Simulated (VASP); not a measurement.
A run of VASP 6.6.1 is set up as follows.

The input INCAR:

```
PREC = Accurate
ENCUT = 520
EDIFF = 1E-7
ISMEAR = 0
SIGMA = 0.01
LREAL = False
LASPH = True
NELM = 100
ALGO = Normal
ISIF = 2
LWAVE = False
LCHARG = False
GGA = PE
NBANDS = 12
```

File KPOINTS:

```
Automatic mesh
0
Gamma
  6 6 6
```

Contents of POSCAR:

```
LiCl
1.0
    0.0000000000      2.5647700000      2.5647700000
    2.5647700000      0.0000000000      2.5647700000
    2.5647700000      2.5647700000      0.0000000000
Li Cl
1 1
Direct
    0.0000000000      0.0000000000      0.0000000000
    0.5000000000      0.5000000000      0.5000000000
```

Potentials or basis: VASP PAW PBE potentials, release 64 (Li_sv, Cl).

Launch:

```console
$ cat potpaw_PBE.64/Li_sv/POTCAR potpaw_PBE.64/Cl/POTCAR > POTCAR
$ mpirun -np 1 vasp_std > vasp.out
```

Problem. Predict the band gap on the k mesh.

Solution. 6.34 eV, direct.

 A k mesh can miss the band edges.
